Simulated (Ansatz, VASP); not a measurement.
# Two plane-wave programs on Al2Cu

The input INCAR:

```
ALGO = Fast
EDIFF = 1E-7
ENCUT = 520
GGA = PS
ISIF = 2
ISMEAR = 0
LASPH = True
LCHARG = False
LREAL = False
LWAVE = False
NBANDS = 26
NELM = 100
PREC = Accurate
SIGMA = 0.15
```

The input KPOINTS:

```
k-points
0
Gamma
  10 10 10
```

File POSCAR:

```
Al2Cu
1.0
   -2.9965086402      2.9965086402      2.5345000000
    2.9965086402     -2.9965086402      2.5345000000
    2.9965086402      2.9965086402     -2.5345000000
Al Cu
4 2
Direct
    0.1593210787      0.6593210787      0.8186421574
    0.6593210787      0.8406789213      0.5000000000
    0.8406789213      0.3406789213      0.1813578426
    0.3406789213      0.1593210787      0.5000000000
    0.7500000000      0.7500000000      0.0000000000
    0.2500000000      0.2500000000      0.0000000000
```

Input for Ansatz:

```yaml
crystal:
  lattice:
    - [-2.9965086402, 2.9965086402, 2.5345]
    - [2.9965086402, -2.9965086402, 2.5345]
    - [2.9965086402, 2.9965086402, -2.5345]
  atoms:
    - { symbol: Al, position: [0.1593210787, 0.6593210787, 0.8186421574] }
    - { symbol: Al, position: [0.6593210787, 0.8406789213, 0.5] }
    - { symbol: Al, position: [0.8406789213, 0.3406789213, 0.1813578426] }
    - { symbol: Al, position: [0.3406789213, 0.1593210787, 0.5] }
    - { symbol: Cu, position: [0.75, 0.75, 0.0] }
    - { symbol: Cu, position: [0.25, 0.25, 0.0] }
basis:
  ecutwfc: 520.0
kpoints:
  mp_grid: { grid: [10, 10, 10] }
hamiltonian:
  xc: pbesol
  pseudopotentials: { kind: paw, azcp: { folder: soft_1 } }
scf:
  occupations: { method: gaussian, width: 0.15 }
output:
  forces: true
  stress: true
  eigenvalues: true
```

Alike in both runs: task single point; functional PBEsol; k mesh 10 × 10 × 10; occupations gaussian, width 0.15 eV; no spin polarisation.

|  | VASP | Ansatz |
| --- | --- | --- |
| version | VASP 6.6.1 | Ansatz 0.2.0 |
| potentials or method | VASP PAW PBE potentials, release 64 (Al, Cu), cutoff 520 eV | scalar-relativistic, plane waves, PAW |
| valence electrons in the cell | 34 | 50 |

|  | VASP | Ansatz | Ansatz less VASP |
| --- | --- | --- | --- |
| gap on the k mesh at the Fermi level (eV) | none | none | - |
| pressure (GPa) | -4.4 | -4.6 | -0.18 |
| traceless stress, the component that is largest in VASP (GPa) | -3.60 | -3.65 | -0.047 |
| rms of the force components (eV/Å) | 0.073 | 0.074 | +0.0009 |

VASP's potentials were made for PBE, not for PBEsol, and Ansatz warns of the same on its side. Atom by atom the forces differ by 0.001 eV/Å (rms over components). A gap of «none» marks a metal or a gap that the smearing closes. VASP's potentials hold 34 valence electrons a cell and Ansatz's 50, so a difference there can come from the potentials and not from the codes.
